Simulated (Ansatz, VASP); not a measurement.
Two plane-wave programs on ScAl3

The input INCAR:

```
ALGO = Normal
EDIFF = 1E-7
EDIFFG = -0.003
ENCUT = 600
GGA = PS
IBRION = 2
ISIF = 3
ISMEAR = 0
LASPH = True
LCHARG = False
LREAL = False
LWAVE = False
NELM = 60
NSW = 80
PREC = Accurate
SIGMA = 0.1
```

KPOINTS

```
k-points
0
Gamma
  12 12 12
```

POSCAR

```
ScAl3
1.0
    4.1000000000      0.0000000000      0.0000000000
    0.0000000000      4.1000000000      0.0000000000
    0.0000000000      0.0000000000      4.1000000000
Al Sc
3 1
Direct
    0.0000000000      0.5000000000      0.5000000000
    0.5000000000      0.0000000000      0.5000000000
    0.5000000000      0.5000000000      0.0000000000
    0.0000000000      0.0000000000      0.0000000000
```

Input for Ansatz:

```yaml
crystal:
  lattice:
    - [4.1, 0.0, 0.0]
    - [0.0, 4.1, 0.0]
    - [0.0, 0.0, 4.1]
  atoms:
    - { symbol: Al, position: [0.0, 0.5, 0.5] }
    - { symbol: Al, position: [0.5, 0.0, 0.5] }
    - { symbol: Al, position: [0.5, 0.5, 0.0] }
    - { symbol: Sc, position: [0.0, 0.0, 0.0] }
scf:
  occupations: { method: gaussian, width: 0.1 }
output:
  forces: true
  stress: true
  eigenvalues: true
  write_density: true
  write_potential: true
  elf: true
  volumetric_format: npy
hamiltonian:
  xc: pbesol
relax:
  f_tol: 0.003
  max_steps: 60
  cell: { stress_tol: 0.02 }
kpoints:
  mp_grid: { grid: [12, 12, 12] }
```

Alike in both runs: task relaxation of cell and atoms; functional PBEsol; k mesh 12 × 12 × 12; occupations gaussian, width 0.1 eV; no spin polarisation.

|  | VASP | Ansatz |
| --- | --- | --- |
| version | VASP 6.6.1 | Ansatz 0.2.0 |
| potentials or method | VASP PAW PBE potentials, release 64 (Al, Sc_sv) | scalar-relativistic, plane waves, PAW |
| plane-wave cutoff (eV) | 600 | 420 |
| valence electrons in the cell | 20 | 20 |

VASP gave:

```
gap on the k mesh at the Fermi level, each at its own relaxed structure (eV) : none
relaxed volume (Å³/atom)                                                     : 16.90
relaxed cell length with the largest relative difference (Å)                 : 4.074
```

Q: Which values does Ansatz return?

A: gap on the k mesh at the Fermi level, each at its own relaxed structure (eV): none; relaxed volume (Å³/atom): 16.88; relaxed cell length with the largest relative difference (Å): 4.072.

VASP's potentials were made for PBE, not for PBEsol. A gap of «none» marks a metal or a gap that the smearing closes.
